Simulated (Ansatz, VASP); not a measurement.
# One calculation of MgSe, two programs

```
CELL_PARAMETERS angstrom
0.00000 2.72550 2.72550
2.72550 0.00000 2.72550
2.72550 2.72550 0.00000
ATOMIC_POSITIONS crystal
Mg 0.00000 0.00000 0.00000
Se 0.50000 0.50000 0.50000
```

Alike in both runs: task single point; functional r2SCAN; dispersion D4; k mesh 10 × 10 × 10; occupations gaussian, width 0.05 eV; no spin polarisation.

|  | VASP | Ansatz |
| --- | --- | --- |
| version | VASP 6.6.1 | Ansatz 0.2.0 |
| potentials or method | VASP PAW PBE potentials, release 64 (Mg, Se), cutoff 660 eV | scalar-relativistic, plane waves, PAW |
| valence electrons in the cell | 8 | 26 |

Ansatz gave:

```
gap on the k mesh at the Fermi level (eV) : 2.50
pressure (GPa)                            : 0.0
```

Q: Estimate VASP's values.

A: gap on the k mesh at the Fermi level (eV): 2.46; pressure (GPa): -0.3.

VASP's potentials were made for PBE, not for r2SCAN. VASP's potentials hold 8 valence electrons a cell and Ansatz's 26, so a difference there can come from the potentials and not from the codes.
